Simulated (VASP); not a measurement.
Here is a VASP 6.6.1 calculation.

File INCAR:

```
PREC = Accurate
ENCUT = 520
EDIFF = 1E-6
ISMEAR = 0
SIGMA = 0.1
LREAL = Auto
LASPH = True
NELM = 100
ALGO = Normal
ISIF = 2
LWAVE = False
LCHARG = False
NBANDS = 72
```

File KPOINTS:

```
regular mesh
0
Gamma
  3 3 3
```

The input POSCAR:

```
Al30Cu
1.0
    8.1000000000      0.0000000000      0.0000000000
    0.0000000000      8.1000000000      0.0000000000
    0.0000000000      0.0000000000      8.1000000000
Al Cu
30 1
Direct
    0.4950295062     -0.0134545679     -0.0054975309
    0.7467825926      0.2500000000     -0.0005427160
    0.7488334568      0.0012422222      0.2511597531
    0.0015446914     -0.0018809877      0.0003890123
    0.2504916049      0.2500000000     -0.0004916049
    0.4950295062      0.5134545679     -0.0054975309
    0.7465858025      0.7500000000     -0.0050839506
    0.2496109877     -0.0018809877      0.2484553086
    0.5012223457      0.2500000000      0.2510579012
    0.7488334568      0.4987577778      0.2511597531
    0.5015888889     -0.0009148148      0.5041524691
    0.7489553086      0.2500000000      0.5010446914
    0.7458475309     -0.0009148148      0.7484111111
    0.0015446914      0.5018809877      0.0003890123
   -0.0018645679      0.2500000000      0.2518645679
    0.2496109877      0.5018809877      0.2484553086
    0.4977261728      0.7500000000      0.2487628395
   -0.0011597531      0.0012422222      0.5011665432
    0.2505427160      0.2500000000      0.5032174074
    0.5015888889      0.5009148148      0.5041524691
    0.7488514815      0.7500000000      0.5011485185
    0.2554975309     -0.0134545679      0.7549704938
    0.5003702469      0.2500000000      0.7496297531
    0.7458475309      0.5009148148      0.7484111111
    0.0016997531      0.7500000000      0.2483002469
   -0.0011597531      0.4987577778      0.5011665432
    0.2550839506      0.7500000000      0.5034141975
   -0.0010579012      0.2500000000      0.7487776543
    0.2554975309      0.5134545679      0.7549704938
    0.0012371605      0.7500000000      0.7522738272
    0.5097874074      0.7500000000     -0.2597874074
```

Potentials or basis: VASP PAW LDA potentials, release 64 (Al, Cu).

Run with:

```sh
$ cat potpaw_LDA.64/Al/POTCAR potpaw_LDA.64/Cu/POTCAR > POTCAR
$ mpirun -np 1 vasp_std > vasp.out
```

(1) Predict the largest force.

(2) What does it give for the band gap on the k mesh?

(3) Estimate the pressure.

## Answers

(1) 0.012 eV/Å.

(2) zero (an odd number of electrons rules out a gap without spin polarisation).

(3) -5.3 GPa.
